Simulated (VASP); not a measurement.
# MgO in VASP: settings compared, part 2 of 2

VASP 6.6.1. Earlier steps stand in the parts before.

### 5 Single point, LDA

This run uses another cell than the first one, of 11.57 Å³/atom.

INCAR reads:

```
SYSTEM = MgO
PREC = Accurate
ENCUT = 750
EDIFF = 1E-6
ISMEAR = -1
SIGMA = 0.05
LREAL = .False.
LASPH = .True.
NELM = 120
ALGO = Normal
ISIF = 2
LWAVE = .False.
LCHARG = .True.
LELF = .True.
LVHAR = .True.
NBANDS = 24
GGA_COMPAT = .False.
```

KPOINTS reads:

```
Automatic mesh
0
Gamma
  9 9 6
  0 0 0
```

POSCAR reads:

```
MgO
1.0
    3.2855864049      0.0000000000      0.0000000000
   -1.6427932025      2.8454012930      0.0000000000
    0.0000000000      0.0000000000      4.9494385035
Mg O
2 2
Direct
    0.6666666667      0.3333333333      0.5021597400
    0.3333333333      0.6666666667      0.0021597400
    0.6666666667      0.3333333333      0.9024402600
    0.3333333333      0.6666666667      0.4024402600
```

Potentials or basis: VASP PAW LDA potentials, release 64 (Mg_sv, O).

The run is started by

```
cat potpaw_LDA.64/Mg_sv/POTCAR potpaw_LDA.64/O/POTCAR > POTCAR
mpirun -np 1 vasp_std > vasp.out
```

OUTCAR:

```text
SYSTEM = MgO
   PREC = Accurate
   ENCUT = 750
   EDIFF = 1E-6
   ISMEAR = -1
   LREAL = .False.
   LASPH = .True.
   NELM = 120
   ISIF = 2

 ion  position               nearest neighbor table
   1  0.667  0.333  0.502-   4 1.96   4 1.96   4 1.96   3 1.98
   2  0.333  0.667  0.002-   3 1.96   3 1.96   3 1.96   4 1.98
   3  0.667  0.333  0.902-   2 1.96   2 1.96   2 1.96   1 1.98
   4  0.333  0.667  0.402-   1 1.96   1 1.96   1 1.96   2 1.98

  LATTYP: Found a hexagonal cell.
 ALAT       =     3.2855864049
 C/A-ratio  =     1.5064094787

  Lattice vectors:

 A1 = (   3.2855864049,   0.0000000000,   0.0000000000)
 A2 = (  -1.6427932025,   2.8454012930,   0.0000000000)
 A3 = (   0.0000000000,   0.0000000000,   4.9494385035)

Analysis of symmetry for initial positions (statically):
=====================================================================
 Subroutine PRICEL returns:
 Original cell was already a primitive cell.

 Routine SETGRP: Setting up the symmetry group for a
 hexagonal supercell.

 Subroutine GETGRP returns: Found 12 space group operations
 (whereof  6 operations were pure point group operations)
 out of a pool of 24 trial point group operations.

The static configuration has the point symmetry C_3v.
 The point group associated with its full space group is C_6v.

Analysis of symmetry for dynamics (positions and initial velocities):
=====================================================================
 Subroutine PRICEL returns:
 Original cell was already a primitive cell.

 Routine SETGRP: Setting up the symmetry group for a
 hexagonal supercell.

 Subroutine GETGRP returns: Found 12 space group operations
[... 121 lines left out ...]
   EMIN   =  10.00;   EMAX   =-10.00  energy-range for DOS
   EFERMI =   0.00;   METHOD = LEGACY
   ISMEAR =    -1;   SIGMA  =   0.05  broadening in eV -4-tet -1-fermi 0-gaus
   EFERMI_NEDOS =   21; number of points for ismear=-14 and -15
   IALGO  =     38    algorithm
   IMIX   =      4    mixing-type and parameters
     AMIX     =   0.40;   BMIX     =  1.00
     AMIX_MAG =   1.60;   BMIX_MAG =  1.00
  volume/ion in A,a.u.               =      11.57        78.06
  Fermi-wavevector in a.u.,A,eV,Ry     =   1.447729  2.735812 28.516726  2.095920
  Thomas-Fermi vector in A             =   2.565651
   LORBIT       =      0    0 simple, 1 ext, 2 COOP (PROOUT), +10 PAW based schemes
   GGA     = CA    functional components
   LHFCALC =     F    Hartree Fock is set to
   AEXX    =    0.0000 exact exchange contribution
   IVDW    =     0    specifies the selected vdW correction
   LEPSILON=     F    determine dielectric tensor
   LRPA    =     F    only Hartree local field effects (RPA)
 non-spin polarized calculation
  energy-cutoff  :      750.00
  volume of cell :       46.27
 maximum number of plane-waves:      2225
 NGX is ok and might be reduce to    30
   NGX = 15   NGY = 15   NGZ = 23

 number of electron      32.0000018 magnetization

 Free energy of the ion-electron system (eV)
  ---------------------------------------------------
  ext. energy  EPLUGINS =         0.00000000
  ---------------------------------------------------
  free energy    TOTEN  =       -25.90681886 eV

  energy without entropy =      -25.90681886  energy(sigma->0) =      -25.90681886

 E-fermi :   1.9281     XC(G=0): -10.6336

 val. band max:        0.6893048080   @ k =   0.0000   0.0000   0.0000
 cond. band min:       4.1698201142   @ k =   0.0000   0.0000   0.0000
 fundamental gap:      3.4805153062
 Fermi energy:         1.9280624007

 k-point     1 :       0.0000    0.0000    0.0000
  band No.  band energies     occupation
      1     -70.1256      2.00000
      2     -70.1203      2.00000
      3     -37.6745      2.00000
      4     -37.6184      2.00000
      5     -37.6163      2.00000
      6     -37.6163      2.00000
[... 637 lines left out ...]
     23      14.0389      0.00000
     24      17.9743      0.00000

 [... further k-points ...]

------------------------ aborting loop because EDIFF is reached ----------------------------------------

  FORCE on cell =-STRESS in cart. coord.  units (eV):
  Direction    XX          YY          ZZ          XY          YZ          ZX
  --------------------------------------------------------------------------------------
  -------------------------------------------------------------------------------------
  Total       -0.5255076     -0.5255076     -0.5436315      0.0000000      0.0000000      0.0000000
  in kB      -18.1960548    -18.1960548    -18.8236083      0.0000000      0.0000000      0.0000000
  external PRESSURE =     -18.4052393 kB  Pullay stress =       0.0000000 kB

 VOLUME and BASIS-vectors are now :
 -----------------------------------------------------------------------------
  energy-cutoff  :      750.00
  volume of cell :       46.27
      direct lattice vectors                 reciprocal lattice vectors
     3.285586405  0.000000000  0.000000000     0.304359672  0.175722138  0.000000000
    -1.642793203  2.845401293  0.000000000     0.000000000  0.351444277  0.000000000
     0.000000000  0.000000000  4.949438503     0.000000000  0.000000000  0.202043121

 POSITION                                       TOTAL-FORCE (eV/Angst)
 -----------------------------------------------------------------------------------
      1.64279      0.94847      2.48541         0.000000     -0.000000      0.013294
     -0.00000      1.89693      0.01069        -0.000000      0.000000      0.013294
      1.64279      0.94847      4.46657         0.000000      0.000000     -0.013294
     -0.00000      1.89693      1.99185        -0.000000     -0.000000     -0.013294
 -----------------------------------------------------------------------------------
    total drift:                               -0.000000      0.000000     -0.001349

  FREE ENERGIE OF THE ION-ELECTRON SYSTEM (eV)
  ---------------------------------------------------
  free  energy   TOTEN  =       -25.9068188565 eV

  energy  without entropy=      -25.9068188565  energy(sigma->0) =      -25.90681886
```

OSZICAR:

```text
N       E                     dE             d eps       ncg     rms          rms(c)
DAV:   1     0.398429844286E+03    0.39843E+03   -0.24903E+04  2344   0.197E+03
DAV:   2     0.649404246722E+01   -0.39194E+03   -0.37777E+03  2584   0.555E+02
DAV:   3    -0.270108324776E+02   -0.33505E+02   -0.32839E+02  3808   0.126E+02
DAV:   4    -0.301200382990E+02   -0.31092E+01   -0.31013E+01  2512   0.368E+01
DAV:   5    -0.302531804577E+02   -0.13314E+00   -0.13313E+00  2776   0.575E+00    0.131E+01
DAV:   6    -0.260760368087E+02    0.41771E+01   -0.11653E+01  2320   0.214E+01    0.441E+00
DAV:   7    -0.259769453342E+02    0.99091E-01   -0.47588E-01  2544   0.480E+00    0.246E+00
DAV:   8    -0.259086877289E+02    0.68258E-01   -0.12278E-01  2776   0.296E+00    0.387E-01
DAV:   9    -0.259065564820E+02    0.21312E-02   -0.74715E-03  2824   0.643E-01    0.116E-01
DAV:  10    -0.259068299753E+02   -0.27349E-03   -0.80727E-04  3000   0.192E-01    0.301E-02
DAV:  11    -0.259068243442E+02    0.56311E-05   -0.40064E-05  2912   0.583E-02    0.227E-02
DAV:  12    -0.259068189344E+02    0.54098E-05   -0.13564E-05  2744   0.397E-02    0.397E-03
DAV:  13    -0.259068188565E+02    0.77942E-07   -0.94059E-07  1736   0.837E-03
   1 F= -.25906819E+02 E0= -.25906819E+02  d E =-.420934E-12
```

stdout:

```text
POSCAR found type information on POSCAR MgO
 POSCAR found :  2 types and       4 ions
 scaLAPACK will be used
 LDA part: xc-table for (Slater(with rela. corr.)+CA(PZ))
 , standard interpolation
 POSCAR, INCAR and KPOINTS ok, starting setup
 FFT: planning ... GRIDC
 FFT: planning ... GRID_SOFT
 FFT: planning ... GRID
 WAVECAR not read
 entering main loop
```

It took 86 s on 1 thread of Intel Xeon Platinum 8259CL at 2.50GHz (Skylake/Cascade Lake), shared host; peak memory 0.2 GiB.

What came out:

| Property | Result |
| --- | --- |
| Free energy | -25.9068 eV |
| Pressure | -1.8 GPa |
| Largest force | 0.013 eV/Å |
| Band gap on the k mesh | 3.48 eV |

Forces in eV/Å, atoms in the order of the input:
```
Mg   0.000  0.000  0.013
Mg   0.000  0.000  0.013
O    0.000  0.000 -0.013
O    0.000  0.000 -0.013
```

Caveat: an odd mesh through Γ misses points on the zone boundary, where band edges can lie.

### 6 The runs side by side

```csv
level,potentials or basis,cell,k mesh,cutoff (eV),smearing,mended,gap on the mesh (eV),pressure (GPa),largest force (eV/Å)
PBE,"VASP PAW PBE potentials, release 64 (Mg, O)","a = 3.308, b = 3.308, c = 4.983 Å, angles 90.0, 90.0, 120.0°, 4 atoms, atomic positions A",7 × 7 × 4,520,fermi-dirac 0.1 eV,-,3.34,3.4,1.51
LDA,"VASP PAW LDA potentials, release 64 (Mg_sv, O)","a = 3.373, b = 3.373, c = 5.081 Å, angles 90.0, 90.0, 120.0°, 4 atoms, atomic positions B",9 × 9 × 6,750,fermi-dirac 0.05 eV,yes,3.06,-10.2,0.08
LDA,"VASP PAW LDA potentials, release 64 (Mg_sv, O)","a = 3.263, b = 3.263, c = 4.916 Å, angles 90.0, 90.0, 120.0°, 4 atoms, atomic positions B",9 × 9 × 6,750,fermi-dirac 0.05 eV,yes,3.60,0.9,0.01
LDA,"VASP PAW LDA potentials, release 64 (Mg_sv, O)","a = 3.286, b = 3.286, c = 4.949 Å, angles 90.0, 90.0, 120.0°, 4 atoms, atomic positions B",9 × 9 × 6,750,fermi-dirac 0.05 eV,yes,3.48,-1.8,0.01
```

Alike in all rows: task single point; no spin polarisation.

Caveats: an odd mesh through Γ misses points on the zone boundary, where band edges can lie (at least some runs); the cell stands under pressure (at least some runs); forces of over 1 eV/Å act on the atoms, so gaps and moduli don't describe the material at rest (at least some runs); the cell stands under tension (at least some runs).

Absolute energies hang on the potentials; compare differences alone.
